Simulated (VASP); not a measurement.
# AlN (P6_3mc) in VASP: notebook

AlN is run at these levels: PBE; tasks: single point.

All numbers are computed with VASP 6.6.1; they aren't measurements. Logs are shortened: lines on timing, memory, paths and dates and some standing lists are left out, and cuts for length are marked.

## Step 1: The cell of the first run

Symmetry: P6_3mc, No. 186, hexagonal system. Conventional cell: a = 3.158 Å, b = 3.158 Å, c = 5.053 Å, α = 90.00°, β = 90.00°, γ = 120.00°. Within 2.5 Å of Al (site symmetry 3m) lie 4 N at 1.91 to 1.95 Å. N (site symmetry 3m) has 4 Al at 1.91 to 1.95 Å within 2.5 Å.

## Step 2: Single point, PBE (strain +0.015 along x and y, +0.015 along z)

Contents of INCAR:

```
PREC = Accurate
ENCUT = 520
EDIFF = 1E-6
ISMEAR = 0
SIGMA = 0.05
LREAL = False
LASPH = True
NELM = 60
ALGO = Normal
ISIF = 2
LWAVE = False
LCHARG = False
GGA = PE
NBANDS = 16
```

Contents of KPOINTS:

```
Automatic mesh
0
Gamma
  12 12 6
```

Contents of POSCAR:

```
AlN
1.0
    3.1576671839      0.0000000000      0.0000000000
   -1.5788335919      2.7346199979      0.0000000000
    0.0000000000      0.0000000000      5.0526700000
Al N
2 2
Direct
    0.3333333333      0.6666666667      0.0000000000
    0.6666666667      0.3333333333      0.5000000000
    0.3333333333      0.6666666667      0.3850000000
    0.6666666667      0.3333333333      0.8850000000
```

Potentials or basis: VASP PAW PBE potentials, release 64 (Al, N).

The run is started by

```sh
> cat potpaw_PBE.64/Al/POTCAR potpaw_PBE.64/N/POTCAR > POTCAR
> mpirun -np 1 vasp_std > vasp.out
```

OUTCAR:

```text
PREC = Accurate
   ENCUT = 520
   EDIFF = 1E-6
   ISMEAR = 0
   LREAL = False
   LASPH = True
   NELM = 60
   ISIF = 2
   GGA = PE

 ion  position               nearest neighbor table
   1  0.333  0.667  0.000-   4 1.91   4 1.91   4 1.91   3 1.95   2 3.12   2 3.12   2 3.12   2 3.12
                             2 3.12   2 3.12
   2  0.667  0.333  0.500-   3 1.91   3 1.91   3 1.91   4 1.95   1 3.12   1 3.12   1 3.12   1 3.12
                             1 3.12   1 3.12
   3  0.333  0.667  0.385-   2 1.91   2 1.91   2 1.91   1 1.95
   4  0.667  0.333  0.885-   1 1.91   1 1.91   1 1.91   2 1.95

  LATTYP: Found a hexagonal cell.
 ALAT       =     3.1576671839
 C/A-ratio  =     1.6001274693

  Lattice vectors:

 A1 = (   3.1576671839,   0.0000000000,   0.0000000000)
 A2 = (  -1.5788335919,   2.7346199979,   0.0000000000)
 A3 = (   0.0000000000,   0.0000000000,   5.0526700000)

Analysis of symmetry for initial positions (statically):
=====================================================================
 Subroutine PRICEL returns:
 Original cell was already a primitive cell.

 Routine SETGRP: Setting up the symmetry group for a
 hexagonal supercell.

 Subroutine GETGRP returns: Found 12 space group operations
 (whereof  6 operations were pure point group operations)
 out of a pool of 24 trial point group operations.

The static configuration has the point symmetry C_3v.
 The point group associated with its full space group is C_6v.

Analysis of symmetry for dynamics (positions and initial velocities):
=====================================================================
 Subroutine PRICEL returns:
 Original cell was already a primitive cell.

 Routine SETGRP: Setting up the symmetry group for a
 hexagonal supercell.

 Subroutine GETGRP returns: Found 12 space group operations
 (whereof  6 operations were pure point group operations)
 out of a pool of 24 trial point group operations.

The dynamic configuration has the point symmetry C_3v.
 The point group associated with its full space group is C_6v.

 Subroutine INISYM returns: Found 12 space group operations
 (whereof  6 operations are pure point group operations),
 and found     1 'primitive' translations

----------------------------------------------------------------------------------------

                                     Primitive cell

  volume of cell :      43.6299

  direct lattice vectors                    reciprocal lattice vectors
     3.157667184  0.000000000  0.000000000     0.316689487  0.182840760  0.000000000
    -1.578833592  2.734619998  0.000000000     0.000000000  0.365681521  0.000000000
     0.000000000  0.000000000  5.052670000     0.000000000  0.000000000  0.197915162

  length of vectors
     3.157667184  3.157667184  5.052670000     0.365681521  0.365681521  0.197915162

  position of ions in fractional coordinates (direct lattice)
     0.333333333  0.666666667  0.000000000
     0.666666667  0.333333333  0.500000000
     0.333333333  0.666666667  0.385000000
     0.666666667  0.333333333  0.885000000

  ion indices of the primitive-cell ions
   primitive index   ion index
                 1           1
                 2           2
                 3           3
                 4           4

----------------------------------------------------------------------------------------

 KPOINTS: Automatic mesh

Automatic generation of k-mesh.
 Grid dimensions read from file:
 generate k-points for:   12   12    6

 Generating k-lattice:

  Cartesian coordinates                     Fractional coordinates (reciprocal lattice)
     0.026390791  0.015236730  0.000000000     0.083333333  0.000000000  0.000000000
     0.000000000  0.030473460  0.000000000     0.000000000  0.083333333  0.000000000
     0.000000000  0.000000000  0.032985860     0.000000000  0.000000000  0.166666667

  Length of vectors
     0.030473460  0.030473460  0.032985860

  Shift w.r.t. Gamma in fractional coordinates (k-lattice)
     0.000000000  0.000000000  0.000000000

 Subroutine IBZKPT returns following result:
 ===========================================

 Found     76 irreducible k-points:

 Following reciprocal coordinates:
            Coordinates               Weight
  0.000000  0.000000  0.000000      1.000000
  0.083333  0.000000  0.000000      6.000000
  0.166667 -0.000000  0.000000      6.000000
  0.250000 -0.000000  0.000000      6.000000
  0.333333 -0.000000  0.000000      6.000000
  0.416667  0.000000  0.000000      6.000000
[... 16 lines left out ...]
  0.250000 -0.000000  0.166667     12.000000
  0.333333 -0.000000  0.166667     12.000000
 [... further k-points ...]
   k-points           NKPTS =     76   k-points in BZ     NKDIM =     76   number of bands    NBANDS=     16
   number of dos      NEDOS =    301   number of ions     NIONS =      4
   total plane-waves  NPLWV =  23040
   dimension x,y,z NGX =    24 NGY =   24 NGZ =   40
   dimension x,y,z NGXF=    48 NGYF=   48 NGZF=   80
   ions per type =               2   2
   NGX,Y,Z   is equivalent  to a cutoff of  12.64, 12.64, 13.16 a.u.
   NGXF,Y,Z  is equivalent  to a cutoff of  25.27, 25.27, 26.32 a.u.
 SYSTEM =  unknown system
   PREC   = accura    normal or accurate (medium, high low for compatibility)
   ISTART =      0    job   : 0-new  1-cont  2-samecut
   ICHARG =      2    charge: 1-file 2-atom 10-const
   ISPIN  =      1    spin polarized calculation?
   LNONCOLLINEAR =      F non collinear calculations
   LSORBIT =      F    spin-orbit coupling
   LASPH  =      T    aspherical Exc in radial PAW
   ENCUT  =  520.0 eV  38.22 Ry    6.18 a.u.   5.87  5.87  9.39*2*pi/ulx,y,z
   NELM   =     60;   NELMIN=  2; NELMDL= -5     # of ELM steps
   EDIFF  = 0.1E-05   stopping-criterion for ELM
   LREAL  =      F    real-space projection
   EDIFFG = 0.1E-04   stopping-criterion for IOM
   NSW    =      0    number of steps for IOM
   IBRION =     -1    ionic relax: 0-MD 1-quasi-New 2-CG
   NFREE  =      0    steps in history (QN), initial steepest desc. (CG)
   ISIF   =      2    stress and relaxation
   ISYM   =      2    0-nonsym 1-usesym 2-fastsym
   POTIM  = 0.5000    time-step for ionic-motion
   TEBEG  =    0.0;   TEEND  =   0.0 temperature during run
   PSTRESS=    0.0 pullay stress
   NELECT =      16.0000    total number of electrons
   NUPDOWN=      -1.0000    fix difference up-down
   EMIN   =  10.00;   EMAX   =-10.00  energy-range for DOS
   EFERMI =   0.00;   METHOD = LEGACY
   ISMEAR =     0;   SIGMA  =   0.05  broadening in eV -4-tet -1-fermi 0-gaus
   EFERMI_NEDOS =   21; number of points for ismear=-14 and -15
   IALGO  =     38    algorithm
   IMIX   =      4    mixing-type and parameters
     AMIX     =   0.40;   BMIX     =  1.00
     AMIX_MAG =   1.60;   BMIX_MAG =  1.00
  volume/ion in A,a.u.               =      10.91        73.61
  Fermi-wavevector in a.u.,A,eV,Ry     =   1.171800  2.214380 18.682359  1.373115
  Thomas-Fermi vector in A             =   2.308238
   LORBIT       =      0    0 simple, 1 ext, 2 COOP (PROOUT), +10 PAW based schemes
   GGA     = PE    functional components
   LHFCALC =     F    Hartree Fock is set to
   AEXX    =    0.0000 exact exchange contribution
   IVDW    =     0    specifies the selected vdW correction
   LEPSILON=     F    determine dielectric tensor
   LRPA    =     F    only Hartree local field effects (RPA)
 non-spin polarized calculation
 Gauss-broadening in eV      SIGMA  =   0.05
  energy-cutoff  :      520.00
  volume of cell :       43.63
 maximum number of plane-waves:      1194
 NGX is ok and might be reduce to    24
   NGX = 11   NGY = 11   NGZ = 19

 number of electron      16.0000001 magnetization

 Free energy of the ion-electron system (eV)
  ---------------------------------------------------
  ext. energy  EPLUGINS =         0.00000000
  ---------------------------------------------------
  free energy    TOTEN  =       -29.76102846 eV

  energy without entropy =      -29.76102846  energy(sigma->0) =      -29.76102846

 E-fermi :   6.0624     XC(G=0): -10.7219

 val. band max:        5.7969780641   @ k =   0.0000   0.0000   0.0000
 cond. band min:       9.5730445740   @ k =   0.0000   0.0000   0.0000
 fundamental gap:      3.7760665099
 Fermi energy:         6.0623669533

 k-point     1 :       0.0000    0.0000    0.0000
  band No.  band energies     occupation
      1      -9.1891      2.00000
      2      -7.1749      2.00000
      3      -0.0353      2.00000
      4       4.8717      2.00000
      5       4.8717      2.00000
      6       5.5131      2.00000
[... 8 lines left out ...]
     15      18.4353      0.00000
     16      18.4353      0.00000

 k-point     2 :       0.0833    0.0000    0.0000
  band No.  band energies     occupation
      1      -9.1049      2.00000
      2      -7.1276      2.00000
      3       0.0664      2.00000
      4       4.4708      2.00000
      5       4.7604      2.00000
      6       5.0985      2.00000
[... 8 lines left out ...]
     15      18.4677      0.00000
     16      18.5326      0.00000

 k-point     3 :       0.1667   -0.0000    0.0000
  band No.  band energies     occupation
      1      -8.8602      2.00000
      2      -6.9985      2.00000
      3       0.3661      2.00000
      4       3.4959      2.00000
      5       4.2350      2.00000
      6       4.4970      2.00000
[... 8 lines left out ...]
     15      17.7504      0.00000
     16      18.2701      0.00000

 k-point     4 :       0.2500   -0.0000    0.0000
  band No.  band energies     occupation
      1      -8.4802      2.00000
      2      -6.8283      2.00000
      3       0.8449      2.00000
      4       2.3638      2.00000
      5       3.2986      2.00000
      6       4.1931      2.00000
[... 8 lines left out ...]
     15      17.3982      0.00000
     16      18.6566      0.00000

 k-point     5 :       0.3333   -0.0000    0.0000
  band No.  band energies     occupation
      1      -8.0165      2.00000
      2      -6.6871      2.00000
      3       1.3324      2.00000
      4       1.4953      2.00000
      5       2.4701      2.00000
      6       3.9284      2.00000
[... 8 lines left out ...]
     15      17.3781      0.00000
     16      19.6866      0.00000

 k-point     6 :       0.4167    0.0000    0.0000
  band No.  band energies     occupation
      1      -7.5670      2.00000
      2      -6.6519      2.00000
      3       0.6792      2.00000
      4       1.8606      2.00000
      5       2.1595      2.00000
      6       3.7522      2.00000
[... 8 lines left out ...]
     15      17.9233      0.00000
     16      20.4428      0.00000
[... 267 lines left out ...]
 k-point    21 :       0.0833    0.0000    0.1667
  band No.  band energies     occupation
      1      -9.0050      2.00000
      2      -7.3132      2.00000
      3       0.4019      2.00000
      4       4.5166      2.00000
      5       4.7979      2.00000
      6       4.8061      2.00000
[... 8 lines left out ...]
     15      18.0221      0.00000
     16      18.2082      0.00000

 k-point    22 :       0.1667   -0.0000    0.1667
  band No.  band energies     occupation
      1      -8.7641      2.00000
      2      -7.1681      2.00000
      3       0.6475      2.00000
      4       3.5607      2.00000
      5       4.0183      2.00000
      6       4.5526      2.00000
[... 8 lines left out ...]
     15      17.8257      0.00000
     16      18.3242      0.00000

 k-point    23 :       0.2500   -0.0000    0.1667
  band No.  band energies     occupation
      1      -8.3913      2.00000
      2      -6.9702      2.00000
      3       0.9722      2.00000
      4       2.5233      2.00000
      5       3.1380      2.00000
      6       4.2574      2.00000
[... 8 lines left out ...]
     15      17.6693      0.00000
     16      18.7101      0.00000

 k-point    24 :       0.3333   -0.0000    0.1667
  band No.  band energies     occupation
      1      -7.9393      2.00000
      2      -6.7904      2.00000
      3       0.9729      2.00000
      4       1.8987      2.00000
      5       2.4954      2.00000
      6       3.9987      2.00000
[... 8 lines left out ...]
     15      17.6970      0.00000
     16      19.5931      0.00000

 [... further k-points ...]
[... 5 lines left out ...]
  --------------------------------------------------------------------------------------
  -------------------------------------------------------------------------------------
  Total       -1.2360370     -1.2360370     -1.4379405     -0.0000000     -0.0000000      0.0000000
  in kB      -45.3897502    -45.3897502    -52.8040506     -0.0000000     -0.0000000      0.0000000
  external PRESSURE =     -47.8611837 kB  Pullay stress =       0.0000000 kB

 VOLUME and BASIS-vectors are now :
 -----------------------------------------------------------------------------
  energy-cutoff  :      520.00
  volume of cell :       43.63
      direct lattice vectors                 reciprocal lattice vectors
     3.157667184  0.000000000  0.000000000     0.316689487  0.182840760  0.000000000
    -1.578833592  2.734619998  0.000000000     0.000000000  0.365681521  0.000000000
     0.000000000  0.000000000  5.052670000     0.000000000  0.000000000  0.197915162

 POSITION                                       TOTAL-FORCE (eV/Angst)
 -----------------------------------------------------------------------------------
     -0.00000      1.82308      0.00000        -0.000000      0.000000      0.178582
      1.57883      0.91154      2.52633        -0.000000      0.000000      0.178582
     -0.00000      1.82308      1.94528        -0.000000      0.000000     -0.178582
      1.57883      0.91154      4.47161         0.000000     -0.000000     -0.178582
 -----------------------------------------------------------------------------------
    total drift:                               -0.000000      0.000000      0.000137

  FREE ENERGIE OF THE ION-ELECTRON SYSTEM (eV)
  ---------------------------------------------------
  free  energy   TOTEN  =       -29.7610284552 eV

  energy  without entropy=      -29.7610284552  energy(sigma->0) =      -29.76102846
```

It took 50 s on 1 thread of Intel Xeon 8259CL, shared host; peak memory 0.18 GiB.

Results:

```
Free energy            : -29.7610 eV
Pressure               : -4.8 GPa
Largest force          : 0.179 eV/Å
Band gap on the k mesh : 3.78 eV, direct
```

Forces in eV/Å, atoms in the order of the input:
```
Al   0.000  0.000  0.179
Al   0.000  0.000  0.179
N    0.000  0.000 -0.179
N    0.000  0.000 -0.179
```

Levels at points of the mesh, in eV from the valence-band top:
```
           k point  band 4  band 5  band 6  band 7  band 8  band 9  band 10  band 11  band 12  band 13
(0.00, 0.00, 0.00)   -0.93   -0.93   -0.28   -0.28    0.00    3.78     6.23    10.25    10.76    10.76
(0.50, 0.00, 0.00)   -4.14   -3.27   -2.11   -1.73   -0.76    5.61     5.69     7.75     9.90    10.63
(0.00, 0.00, 0.50)   -3.29   -0.61   -0.61   -0.61   -0.61    6.05     6.05     9.92     9.92    11.08
(0.50, 0.00, 0.50)   -5.50   -1.50   -1.50   -1.35   -1.35    5.12     5.12     8.90     8.90    11.26
```

Caveat: the cell differs from its parent crystal (strain +0.015 along x and y, +0.015 along z).

(Part 1 of 3 ends here.)
